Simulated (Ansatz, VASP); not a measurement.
One calculation of SiC, two programs

```
Si C
1.0
     3.09500    0.00000    0.00000
    -1.54750    2.68035    0.00000
     0.00000    0.00000   15.18657
Si C
6 6
Direct
  0.33333 0.66667 0.83299
  0.66667 0.33333 0.33299
  0.66667 0.33333 0.66650
  0.33333 0.66667 0.16650
  0.00000 0.00000 0.49972
  0.00000 0.00000 0.99972
  0.00000 0.00000 0.87437
  0.00000 0.00000 0.37437
  0.33333 0.66667 0.70800
  0.66667 0.33333 0.20800
  0.66667 0.33333 0.54151
  0.33333 0.66667 0.04151
```

Alike in both runs: functional PBE; k mesh 12 × 12 × 2; occupations gaussian, width 0.02 eV; no spin polarisation.

Ansatz relaxed the structure, and its values are those at the end. VASP's run is a single point on that final structure, the one shown.

|  | VASP | Ansatz |
| --- | --- | --- |
| version | VASP 6.6.1 | Ansatz 0.2.0 |
| potentials or method | VASP PAW PBE potentials, release 64 (Si, C), cutoff 520 eV | scalar-relativistic, plane waves, PAW |
| valence electrons in the cell | 48 | 48 |

```tsv
	VASP	Ansatz	Ansatz less VASP
gap on the k mesh at the Fermi level (eV)	2.03	2.03	+0.002
least direct gap on the mesh (eV)	3.12	3.13	+0.002
pressure (GPa)	0.0	0.0	+0.05
```

With one functional, cell and mesh, what is left measures potentials, basis and numerics.
